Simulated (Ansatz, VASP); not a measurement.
Ta2N: VASP beside Ansatz

The input INCAR:

```
SYSTEM = Ta2N
ALGO = Normal
EDIFF = 1E-6
ENCUT = 520
GGA = PS
ISIF = 2
ISMEAR = 0
LASPH = .True.
LCHARG = .True.
LELF = .True.
LREAL = .False.
LVHAR = .True.
LWAVE = .False.
NBANDS = 20
NELM = 100
PREC = Accurate
SIGMA = 0.15
```

Contents of KPOINTS:

```
k-points
0
Gamma
  18 18 10
  0 0 0
```

The input POSCAR:

```
Ta2N
1.0
    2.9465315160      0.0000000000      0.0000000000
   -1.4732657580      2.5517711459      0.0000000000
    0.0000000000      0.0000000000      5.0544801626
Ta N
2 1
Direct
    0.6666666667      0.3333333333      0.7463700642
    0.3333333333      0.6666666667      0.2536299358
    0.0000000000      0.0000000000      0.0000000000
```

Input for Ansatz:

```yaml
crystal:
  lattice:
    - [2.946531516, 0.0, 0.0]
    - [-1.473265758, 2.5517711459, 0.0]
    - [0.0, 0.0, 5.0544801626]
  atoms:
    - { symbol: Ta, position: [0.6666666667, 0.3333333333, 0.7463700642] }
    - { symbol: Ta, position: [0.3333333333, 0.6666666667, 0.2536299358] }
    - { symbol: "N", position: [0.0, 0.0, 0.0] }
basis:
  ecutwfc: 520.0
kpoints:
  mp_grid: { grid: [18, 18, 10] }
hamiltonian:
  xc: pbesol
  pseudopotentials: { kind: paw, azcp: { folder: soft_1 } }
scf:
  occupations: { method: gaussian, width: 0.15 }
output:
  forces: true
  stress: true
  eigenvalues: true
```

Alike in both runs: task single point; functional PBEsol; k mesh 18 × 18 × 10; occupations gaussian, width 0.15 eV; no spin polarisation.

|  | VASP | Ansatz |
| --- | --- | --- |
| version | VASP 6.6.1 | Ansatz 0.2.0 |
| potentials or method | VASP PAW PBE potentials, release 64 (Ta_pv, N), cutoff 520 eV | scalar-relativistic, plane waves, PAW |
| valence electrons in the cell | 27 | 31 |

|  | VASP | Ansatz | Ansatz less VASP |
| --- | --- | --- | --- |
| gap on the k mesh at the Fermi level (eV) | none | none | - |
| pressure (GPa) | 15.2 | 14.4 | -0.77 |
| traceless stress, the component that is largest in VASP (GPa) | -13.67 | -13.63 | +0.040 |
| rms of the force components (eV/Å) | 0.516 | 0.486 | -0.0300 |

VASP's potentials were made for PBE, not for PBEsol, and Ansatz warns of the same on its side. Atom by atom the forces differ by 0.030 eV/Å (rms over components). A gap of «none» marks a metal or a gap that the smearing closes. With one functional, cell and mesh, what is left measures potentials, basis and numerics. VASP's potentials hold 27 valence electrons a cell and Ansatz's 31, so a difference there can come from the potentials and not from the codes.

Spin-orbit coupling is off throughout.
